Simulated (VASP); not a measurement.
Input of a VASP 6.6.1 run:

The input INCAR:

```
SYSTEM = MgGa6N8
PREC = Accurate
ENCUT = 520
EDIFF = 1E-6
ISMEAR = -1
SIGMA = 0.02
LREAL = Auto
LASPH = .True.
NELM = 80
ALGO = Normal
ISIF = 2
LWAVE = .False.
LCHARG = .True.
GGA = PE
LELF = .True.
LVHAR = .True.
NELECT = 122.0
NBANDS = 73
```

File KPOINTS:

```
Automatic mesh
0
Gamma
  2 2 2
  0 0 0
```

File POSCAR:

```
MgGa6N8
1.0
   -3.1800000000     -5.5079220000      0.0000000000
    4.7700000000     -2.7539610000      0.0000000000
    0.0000000000      0.0000000000      5.1660000000
Ga N Mg
6 8 1
Direct
    0.5007810614      0.3291469575     -0.0043144403
    0.5020778663      0.6656309712      0.4967728634
    0.2500180068      0.8332108324     -0.0024601820
    0.2495913177      0.1538031622      0.5122923014
   -0.0025814563      0.6683412092      0.4985801262
    0.7490289078      0.8420509180     -0.0034408914
    0.4587878277      0.3499980210      0.3607710122
    0.4980959354      0.6637850929      0.8708011614
    0.2511419729      0.8347398458      0.3727074463
    0.2586750491      0.1576423158      0.8753019587
    0.0384950146      0.3497786308      0.3722418195
    0.0003102389      0.6858346565      0.8682512088
    0.7487627720      0.7989397766      0.3622838440
    0.7415924160      0.1662926921      0.8940583362
   -0.0006008303      0.3378876182     -0.0130966644
```

Potentials or basis: VASP PAW PBE potentials, release 64 (Ga_d, N, Mg).

Command:

```bash
$ cat potpaw_PBE.64/Ga_d/POTCAR potpaw_PBE.64/N/POTCAR potpaw_PBE.64/Mg/POTCAR > POTCAR
$ mpirun -np 1 vasp_std > vasp.out
```

Question: Estimate the largest force.

Answer: 0.033 eV/Å.

Forces in eV/Å, atoms in the order of the input:
```
Ga  -0.023  0.002 -0.002
Ga  -0.004 -0.018  0.010
Ga   0.006 -0.001  0.011
Ga   0.014 -0.006 -0.026
Ga   0.006  0.013  0.018
Ga   0.027 -0.018  0.000
N    0.002  0.013 -0.002
N   -0.005  0.013 -0.005
N   -0.004 -0.004 -0.003
N   -0.003 -0.006 -0.004
N   -0.009 -0.001  0.011
N   -0.005  0.003 -0.012
N   -0.017  0.017 -0.006
N    0.015 -0.003  0.003
Mg   0.001 -0.002  0.007
```

Caveat: the k points lie up to 0.61 Å⁻¹ apart; the cell carries a net charge on a neutralising background, which shifts energy and pressure.
